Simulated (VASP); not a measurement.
Crystal: GaSb.

```
CELL_PARAMETERS angstrom
0.00000 3.06588 3.09654
3.06588 0.00000 3.09654
3.06588 3.06588 0.00000
ATOMIC_POSITIONS crystal
Ga 0.00000 0.00000 0.00000
Sb 0.25000 0.25000 0.25000
```

This cell differs from its parent crystal: uniaxial z strain +1.0%.

Base run:

- Program: VASP 6.6.1
- Functional: PBE
- Potentials or basis: VASP PAW PBE potentials, release 64 (Ga_d, Sb)
- Cutoff: 520 eV
- k mesh: 8 × 8 × 8
- Occupations: fermi-dirac, width 0.02 eV
- Spin: no spin polarisation

Its results: band gap on the k mesh zero (filled and empty bands touch); pressure 1.5 GPa.

Task: The run is repeated on the same cell with these changes: functional from PBE to r2SCAN. What comes out?

Result: Band gap on the k mesh 0.30 eV, direct; pressure -0.4 GPa.

r2SCAN gives the wider gap, since meta-GGAs in the generalised Kohn-Sham scheme recover part of the derivative discontinuity.

Caveats: spin-orbit coupling is left out, which moves the levels of the heavy elements; the PAW data sets were made with another functional, which shifts forces and pressure a little (some runs).

A k mesh can miss the band edges.
